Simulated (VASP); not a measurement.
Wanted: the native input for a VASP 6.6.1 run.

| Item | Value |
| --- | --- |
| Task | single point |
| Functional | PBEsol |
| Potentials or basis | VASP PAW PBE potentials, release 64 (Te) |
| Cutoff | 520 eV |
| k mesh | 15 × 15 × 15 |
| Occupations | gaussian, width 0.15 eV |
| Spin | no spin polarisation |
| Dipole correction | no |
| Further INCAR settings | ALGO = Normal; EDIFF = 1e-07; NBANDS = 9 |

The structure of Te lies in POSCAR:

```
Te
1.0
    2.2697055294      1.3104150984      1.6538587624
   -2.2697055294      1.3104150984      1.6538587624
    0.0000000000     -2.6208301967      1.6538587625
Te
1
Direct
    0.5000000000      0.5000000000      0.5000000000
```

These files were run (other wordings do the same):

INCAR

```
SYSTEM = Te
ALGO     = Normal         ! electronic algorithm
EDIFF    = 1E-7           ! SCF threshold, eV
ENCUT    = 520            ! plane-wave cutoff, eV
GGA      = PS             ! functional
ISIF     = 2              ! what is computed and relaxed
ISMEAR   = 0              ! smearing method
LASPH    = .True.         ! aspherical terms in the spheres
LCHARG   = .False.        ! write CHGCAR
LREAL    = .False.        ! projectors in reciprocal space
LWAVE    = .False.        ! write WAVECAR
NBANDS   = 9              ! bands
NELM     = 100            ! most SCF steps
PREC     = Accurate       ! precision mode
SIGMA    = 0.15           ! smearing width, eV
```

KPOINTS

```
k-points
0
Gamma
  15 15 15
  0 0 0
```

Potentials or basis: VASP PAW PBE potentials, release 64 (Te).

Command:

```sh
$ cat potpaw_PBE.64/Te/POTCAR > POTCAR
$ mpirun -np 1 vasp_std > vasp.out
```

Results of the run:

```
Pressure               : 3.2 GPa
Band gap on the k mesh : zero (bands 3 and 4 overlap by 5.24 eV)
```

Caveat: the cell stands under pressure; the PAW data sets were made with another functional, which shifts forces and pressure a little; spin-orbit coupling is left out, which moves the levels of the heavy elements.

It took 54 s on 1 thread of Intel Xeon 8259CL, on a shared host, peak memory 0.21 GiB.
